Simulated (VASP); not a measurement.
# C (P6_3/mmc) in VASP: single point with PBEsol

Aim: the single point of C with PBEsol.

Everything below comes from runs of VASP 6.6.1. Logs are shortened: lines on timing, memory, paths and dates and some standing lists are left out, and cuts for length are marked.

### 1 The cell of the first run

The structure is hexagonal, space group P6_3/mmc (No. 194). The conventional cell has a = 2.499 Å, b = 2.499 Å, c = 4.161 Å, α = 90.00°, β = 90.00°, γ = 120.00°. C (site symmetry 3m) has 4 C at 1.53 to 1.56 Å within 2.0 Å.

### 2 Single point, PBEsol

INCAR reads:

```
SYSTEM = C
PREC = Accurate ; ENCUT = 1300
EDIFF = 1E-6 ; ISMEAR = -1
SIGMA = 0.03 ; LREAL = .FALSE.
LASPH = .TRUE. ; NELM = 120
ALGO = Normal ; ISIF = 2
LWAVE = .FALSE. ; LCHARG = .FALSE.
GGA = PS ; NBANDS = 16
GGA_COMPAT = .FALSE.
```

KPOINTS reads:

```
regular mesh
0
G
  9 9 6
  0 0 0
```

POSCAR reads:

```
C
1.0
    2.4988516570      0.0000000000      0.0000000000
   -1.2494258285      2.1640690152      0.0000000000
    0.0000000000      0.0000000000      4.1609138812
C
4
Direct
    0.3333333333      0.6666666667      0.0003030097
    0.6666666667      0.3333333333      0.5003030097
    0.3333333333      0.6666666667      0.3746969903
    0.6666666667      0.3333333333      0.8746969903
```

Potentials or basis: VASP PAW PBE potentials, release 64 (C_h).

Launch:

```
cat potpaw_PBE.64/C_h/POTCAR > POTCAR
mpirun -np 1 vasp_std > vasp.out
```

OUTCAR:

```text
SYSTEM = C
   PREC = Accurate
   ENCUT = 1300
   EDIFF = 1E-6
   ISMEAR = -1
   LREAL = .FALSE.
   LASPH = .TRUE.
   NELM = 120
   ISIF = 2
   GGA = PS

 ion  position               nearest neighbor table
   1  0.333  0.667  0.000-
   2  0.667  0.333  0.500-
   3  0.333  0.667  0.375-
   4  0.667  0.333  0.875-

  LATTYP: Found a hexagonal cell.
 ALAT       =     2.4988516570
 C/A-ratio  =     1.6651304088

  Lattice vectors:

 A1 = (   2.4988516570,   0.0000000000,   0.0000000000)
 A2 = (  -1.2494258285,   2.1640690152,   0.0000000000)
 A3 = (   0.0000000000,   0.0000000000,   4.1609138812)

Analysis of symmetry for initial positions (statically):
=====================================================================
 Subroutine PRICEL returns:
 Original cell was already a primitive cell.

 Routine SETGRP: Setting up the symmetry group for a
 hexagonal supercell.

 Subroutine GETGRP returns: Found 24 space group operations
 (whereof  6 operations were pure point group operations)
 out of a pool of 24 trial point group operations.

The static configuration has the point symmetry C_3v.
 The point group associated with its full space group is D_6h.

Analysis of symmetry for dynamics (positions and initial velocities):
=====================================================================
 Subroutine PRICEL returns:
 Original cell was already a primitive cell.

 Routine SETGRP: Setting up the symmetry group for a
 hexagonal supercell.

 Subroutine GETGRP returns: Found 24 space group operations
 (whereof  6 operations were pure point group operations)
 out of a pool of 24 trial point group operations.

The dynamic configuration has the point symmetry C_3v.
 The point group associated with its full space group is D_6h.

 Subroutine INISYM returns: Found 24 space group operations
 (whereof  6 operations are pure point group operations),
 and found     1 'primitive' translations

----------------------------------------------------------------------------------------

                                     Primitive cell

  volume of cell :      22.5009

  direct lattice vectors                    reciprocal lattice vectors
     2.498851657  0.000000000  0.000000000     0.400183819  0.231046236  0.000000000
    -1.249425828  2.164069015  0.000000000     0.000000000  0.462092472  0.000000000
     0.000000000  0.000000000  4.160913881     0.000000000  0.000000000  0.240331819

  length of vectors
     2.498851657  2.498851657  4.160913881     0.462092472  0.462092472  0.240331819

  position of ions in fractional coordinates (direct lattice)
     0.333333333  0.666666667  0.000303010
     0.666666667  0.333333333  0.500303010
     0.333333333  0.666666667  0.374696990
     0.666666667  0.333333333  0.874696990

  ion indices of the primitive-cell ions
   primitive index   ion index
                 1           1
                 2           2
                 3           3
                 4           4

----------------------------------------------------------------------------------------

 KPOINTS: regular mesh

Automatic generation of k-mesh.
 Grid dimensions read from file:
 generate k-points for:    9    9    6

 Generating k-lattice:

  Cartesian coordinates                     Fractional coordinates (reciprocal lattice)
     0.044464869  0.025671804  0.000000000     0.111111111 -0.000000000  0.000000000
     0.000000000  0.051343608  0.000000000     0.000000000  0.111111111  0.000000000
     0.000000000  0.000000000  0.040055303     0.000000000  0.000000000  0.166666667

  Length of vectors
     0.051343608  0.051343608  0.040055303

  Shift w.r.t. Gamma in fractional coordinates (k-lattice)
     0.000000000  0.000000000  0.000000000

 Subroutine IBZKPT returns following result:
 ===========================================

 Found     48 irreducible k-points:

 Following reciprocal coordinates:
            Coordinates               Weight
  0.000000  0.000000  0.000000      1.000000
  0.111111 -0.000000  0.000000      6.000000
  0.222222 -0.000000  0.000000      6.000000
  0.333333  0.000000  0.000000      6.000000
  0.444444 -0.000000  0.000000      6.000000
  0.111111  0.111111  0.000000      6.000000
[... 16 lines left out ...]
  0.333333  0.222222  0.166667     24.000000
  0.333333  0.333333  0.166667      4.000000
 [... further k-points ...]
   k-points           NKPTS =     48   k-points in BZ     NKDIM =     48   number of bands    NBANDS=     16
   number of dos      NEDOS =    301   number of ions     NIONS =      4
   total plane-waves  NPLWV =  45000
   dimension x,y,z NGX =    30 NGY =   30 NGZ =   50
   dimension x,y,z NGXF=    60 NGYF=   60 NGZF=  100
   ions per type =               4
   NGX,Y,Z   is equivalent  to a cutoff of  19.96, 19.96, 19.98 a.u.
   NGXF,Y,Z  is equivalent  to a cutoff of  39.92, 39.92, 39.95 a.u.
 SYSTEM =  C
   PREC   = accura    normal or accurate (medium, high low for compatibility)
   ISTART =      0    job   : 0-new  1-cont  2-samecut
   ICHARG =      2    charge: 1-file 2-atom 10-const
   ISPIN  =      1    spin polarized calculation?
   LNONCOLLINEAR =      F non collinear calculations
   LSORBIT =      F    spin-orbit coupling
   LASPH  =      T    aspherical Exc in radial PAW
   ENCUT  = 1300.0 eV  95.55 Ry    9.77 a.u.   7.35  7.35 12.23*2*pi/ulx,y,z
   NELM   =    120;   NELMIN=  2; NELMDL= -5     # of ELM steps
   EDIFF  = 0.1E-05   stopping-criterion for ELM
   LREAL  =      F    real-space projection
   EDIFFG = 0.1E-04   stopping-criterion for IOM
   NSW    =      0    number of steps for IOM
   IBRION =     -1    ionic relax: 0-MD 1-quasi-New 2-CG
   NFREE  =      0    steps in history (QN), initial steepest desc. (CG)
   ISIF   =      2    stress and relaxation
   ISYM   =      2    0-nonsym 1-usesym 2-fastsym
   POTIM  = 0.5000    time-step for ionic-motion
   TEBEG  =    0.0;   TEEND  =   0.0 temperature during run
   PSTRESS=    0.0 pullay stress
   NELECT =      16.0000    total number of electrons
   NUPDOWN=      -1.0000    fix difference up-down
   EMIN   =  10.00;   EMAX   =-10.00  energy-range for DOS
   EFERMI =   0.00;   METHOD = LEGACY
   ISMEAR =    -1;   SIGMA  =   0.03  broadening in eV -4-tet -1-fermi 0-gaus
   EFERMI_NEDOS =   21; number of points for ismear=-14 and -15
   IALGO  =     38    algorithm
   IMIX   =      4    mixing-type and parameters
     AMIX     =   0.40;   BMIX     =  1.00
     AMIX_MAG =   1.60;   BMIX_MAG =  1.00
  volume/ion in A,a.u.               =       5.63        37.96
  Fermi-wavevector in a.u.,A,eV,Ry     =   1.461217  2.761300 29.050550  2.135155
  Thomas-Fermi vector in A             =   2.577575
   LORBIT       =      0    0 simple, 1 ext, 2 COOP (PROOUT), +10 PAW based schemes
   GGA     = PS    functional components
   LHFCALC =     F    Hartree Fock is set to
   AEXX    =    0.0000 exact exchange contribution
   IVDW    =     0    specifies the selected vdW correction
   LEPSILON=     F    determine dielectric tensor
   LRPA    =     F    only Hartree local field effects (RPA)
 non-spin polarized calculation
  energy-cutoff  :     1300.00
  volume of cell :       22.50
 maximum number of plane-waves:      2425
 NGX is ok and might be reduce to    30
   NGX = 15   NGY = 15   NGZ = 25

 number of electron      16.0000000 magnetization

 Free energy of the ion-electron system (eV)
  ---------------------------------------------------
  ext. energy  EPLUGINS =         0.00000000
  ---------------------------------------------------
  free energy    TOTEN  =       -38.45869955 eV

  energy without entropy =      -38.45869955  energy(sigma->0) =      -38.45869955

 E-fermi :  11.9184     XC(G=0): -13.6088

 val. band max:       11.3485172695   @ k =   0.0000   0.0000   0.0000
 cond. band min:      14.3951125676   @ k =   0.3333   0.3333   0.0000
 fundamental gap:      3.0465952981
 Fermi energy:        11.9183740701

 k-point     1 :       0.0000    0.0000    0.0000
  band No.  band energies     occupation
      1     -10.6042      2.00000
      2      -4.9352      2.00000
      3      -2.5389      2.00000
      4       8.2266      2.00000
      5       8.2266      2.00000
      6      10.8412      2.00000
[... 8 lines left out ...]
     15      25.7179      0.00000
     16      28.9391      0.00000

 k-point     2 :       0.1111   -0.0000    0.0000
  band No.  band energies     occupation
      1     -10.2949      2.00000
      2      -4.6574      2.00000
      3      -2.2484      2.00000
      4       6.7672      2.00000
      5       7.6193      2.00000
      6      10.1138      2.00000
[... 8 lines left out ...]
     15      26.0707      0.00000
     16      27.7219      0.00000

 k-point     3 :       0.2222   -0.0000    0.0000
  band No.  band energies     occupation
      1      -9.3734      2.00000
      2      -3.8287      2.00000
      3      -1.4173      2.00000
      4       3.7336      2.00000
      5       6.4391      2.00000
      6       7.5127      2.00000
[... 8 lines left out ...]
     15      25.7595      0.00000
     16      26.9721      0.00000

 k-point     4 :       0.3333    0.0000    0.0000
  band No.  band energies     occupation
      1      -7.8667      2.00000
      2      -2.4689      2.00000
      3      -0.5619      2.00000
      4       0.9145      2.00000
      5       4.6396      2.00000
      6       5.4229      2.00000
[... 8 lines left out ...]
     15      26.3345      0.00000
     16      27.6201      0.00000

 k-point     5 :       0.4444   -0.0000    0.0000
  band No.  band energies     occupation
      1      -5.9139      2.00000
      2      -2.7662      2.00000
      3      -0.6713      2.00000
      4       1.6514      2.00000
      5       2.0094      2.00000
      6       4.8673      2.00000
[... 8 lines left out ...]
     15      27.7938      0.00000
     16      29.4755      0.00000

 k-point     6 :       0.1111    0.1111    0.0000
  band No.  band energies     occupation
      1      -9.6794      2.00000
      2      -4.1041      2.00000
      3      -1.6853      2.00000
      4       4.8954      2.00000
      5       6.2917      2.00000
      6       8.4805      2.00000
[... 8 lines left out ...]
     15      26.6372      0.00000
     16      26.8138      0.00000

 k-point     7 :       0.2222    0.1111    0.0000
  band No.  band energies     occupation
      1      -8.4635      2.00000
      2      -3.0091      2.00000
      3      -0.6960      2.00000
      4       2.1790      2.00000
      5       4.7734      2.00000
      6       6.0520      2.00000
[... 8 lines left out ...]
     15      26.1322      0.00000
     16      26.6844      0.00000

 k-point     8 :       0.3333    0.1111    0.0000
  band No.  band energies     occupation
      1      -6.7023      2.00000
      2      -1.4125      2.00000
      3      -1.3635      2.00000
      4       1.2559      2.00000
      5       3.3870      2.00000
      6       3.8918      2.00000
[... 8 lines left out ...]
     15      27.0078      0.00000
     16      27.9633      0.00000

 k-point     9 :       0.4444    0.1111    0.0000
  band No.  band energies     occupation
      1      -5.0528      2.00000
      2      -3.3564      2.00000
      3       0.1679      2.00000
      4       1.4133      2.00000
      5       2.0720      2.00000
      6       3.7202      2.00000
[... 8 lines left out ...]
     15      27.9282      0.00000
     16      29.5655      0.00000
[... 172 lines left out ...]
 k-point    19 :       0.2222    0.1111    0.1667
  band No.  band energies     occupation
      1      -8.2780      2.00000
      2      -4.0818      2.00000
      3       0.5414      2.00000
      4       2.4485      2.00000
      5       4.9064      2.00000
      6       5.4851      2.00000
[... 8 lines left out ...]
     15      25.2894      0.00000
     16      27.1310      0.00000

 k-point    20 :       0.3333    0.1111    0.1667
  band No.  band energies     occupation
      1      -6.5209      2.00000
      2      -2.4894      2.00000
      3      -1.0209      2.00000
      4       2.2170      2.00000
      5       2.8552      2.00000
      6       4.0915      2.00000
[... 8 lines left out ...]
     15      26.4487      0.00000
     16      28.7105      0.00000

 k-point    21 :       0.4444    0.1111    0.1667
  band No.  band energies     occupation
      1      -4.8801      2.00000
      2      -3.1889      2.00000
      3      -0.8430      2.00000
      4       0.7246      2.00000
      5       3.1242      2.00000
      6       4.0383      2.00000
[... 8 lines left out ...]
     15      27.2294      0.00000
     16      29.3859      0.00000

 k-point    22 :       0.2222    0.2222    0.1667
  band No.  band energies     occupation
      1      -6.8002      2.00000
      2      -2.7220      2.00000
      3       0.0395      2.00000
      4       2.4421      2.00000
      5       2.6311      2.00000
      6       3.8256      2.00000
[... 8 lines left out ...]
     15      24.9932      0.00000
     16      27.5851      0.00000

 k-point    23 :       0.3333    0.2222    0.1667
  band No.  band energies     occupation
      1      -4.8950      2.00000
      2      -2.1852      2.00000
      3      -0.7890      2.00000
      4       1.4344      2.00000
      5       1.8124      2.00000
      6       3.7237      2.00000
[... 8 lines left out ...]
     15      26.5201      0.00000
     16      27.8659      0.00000

 k-point    24 :       0.3333    0.3333    0.1667
  band No.  band energies     occupation
      1      -3.2013      2.00000
      2      -3.2013      2.00000
      3       0.2060      2.00000
      4       0.7633      2.00000
      5       0.7633      2.00000
      6       3.7398      2.00000
[... 8 lines left out ...]
     15      26.9614      0.00000
     16      26.9614      0.00000

 [... further k-points ...]
[... 5 lines left out ...]
  --------------------------------------------------------------------------------------
  -------------------------------------------------------------------------------------
  Total        0.0185401      0.0185401      0.0087484     -0.0000000      0.0000000     -0.0000000
  in kB        1.3201497      1.3201497      0.6229269     -0.0000000      0.0000000     -0.0000000
  external PRESSURE =       1.0877421 kB  Pullay stress =       0.0000000 kB

 VOLUME and BASIS-vectors are now :
 -----------------------------------------------------------------------------
  energy-cutoff  :     1300.00
  volume of cell :       22.50
      direct lattice vectors                 reciprocal lattice vectors
     2.498851657  0.000000000  0.000000000     0.400183819  0.231046236  0.000000000
    -1.249425828  2.164069015  0.000000000     0.000000000  0.462092472  0.000000000
     0.000000000  0.000000000  4.160913881     0.000000000  0.000000000  0.240331819

 POSITION                                       TOTAL-FORCE (eV/Angst)
 -----------------------------------------------------------------------------------
     -0.00000      1.44271      0.00126        -0.000000      0.000000     -0.001396
      1.24943      0.72136      2.08172        -0.000000     -0.000000     -0.001396
     -0.00000      1.44271      1.55908         0.000000      0.000000      0.001396
      1.24943      0.72136      3.63954        -0.000000     -0.000000      0.001396
 -----------------------------------------------------------------------------------
    total drift:                               -0.000000      0.000000      0.000002

  FREE ENERGIE OF THE ION-ELECTRON SYSTEM (eV)
  ---------------------------------------------------
  free  energy   TOTEN  =       -38.4586995495 eV

  energy  without entropy=      -38.4586995495  energy(sigma->0) =      -38.45869955
```

Wall time 32 s (1 thread of Intel Xeon Platinum 8559C (Emerald Rapids), shared host); peak memory 0.21 GiB.

Results:

```
Free energy            : -38.4587 eV
Pressure               : 0.1 GPa
Band gap on the k mesh : 3.05 eV (least direct gap 4.93 eV)
```

Levels at points of the mesh, in eV from the valence-band top:
```csv
k point,band 4,band 5,band 6,band 7,band 8,band 9,band 10,band 11,band 12,band 13
"(0.00, 0.00, 0.00)",-3.12,-3.12,-0.51,0.00,0.00,4.93,4.93,5.31,8.22,9.53
"(0.00, 0.00, 0.50)",-7.13,-1.87,-1.87,-1.87,-1.87,7.23,7.23,7.23,7.23,7.68
```

Caveat: the PAW data sets were made with another functional, which shifts forces and pressure a little.
